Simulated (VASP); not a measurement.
Set up this calculation in VASP 6.6.1, as the native input.

- Task: single point
- Functional: LDA
- Potentials or basis: VASP PAW LDA potentials, release 64 (Mo_sv, Pd)
- Cutoff: 520 eV
- k mesh: 12 × 12 × 6
- Occupations: gaussian, width 0.2 eV
- Spin: no spin polarisation
- Dipole correction: no
- Further INCAR settings: ALGO = Normal; EDIFF = 1e-06; NBANDS = 19

The structure of MoPd lies in POSCAR:

```
MoPd
1.0
    2.7938960000      0.0000000000      0.0000000000
   -1.3969480000      2.4195850000      0.0000000000
    0.0000000000      0.0000000000      4.5663710000
Mo Pd
1 1
Direct
    0.6666666667      0.3333333333      0.5000000000
    0.3333333333      0.6666666667      0.0000000000
```

The input as run:

INCAR

```
SYSTEM = MoPd
ALGO = Normal
EDIFF = 1E-6
ENCUT = 520
ISIF = 2
ISMEAR = 0
LASPH = .True.
LCHARG = .False.
LREAL = .False.
LWAVE = .False.
NBANDS = 19
NELM = 100
PREC = Accurate
SIGMA = 0.2
```

KPOINTS

```
k-points
0
Gamma
  12 12 6
  0 0 0
```

Potentials or basis: VASP PAW LDA potentials, release 64 (Mo_sv, Pd).

The run is started by

```sh
$ cat potpaw_LDA.64/Mo_sv/POTCAR potpaw_LDA.64/Pd/POTCAR > POTCAR
$ mpirun -np 1 vasp_std > vasp.out
```

Results of the run:

* Pressure: -14.6 GPa
* Band gap on the k mesh: zero (band 12 reaches 12.26 eV, above the bottom of band 13 at 10.11 eV)

It used 24 s of CPU time on 1 thread of Intel Xeon 6975P-C, on a shared host.
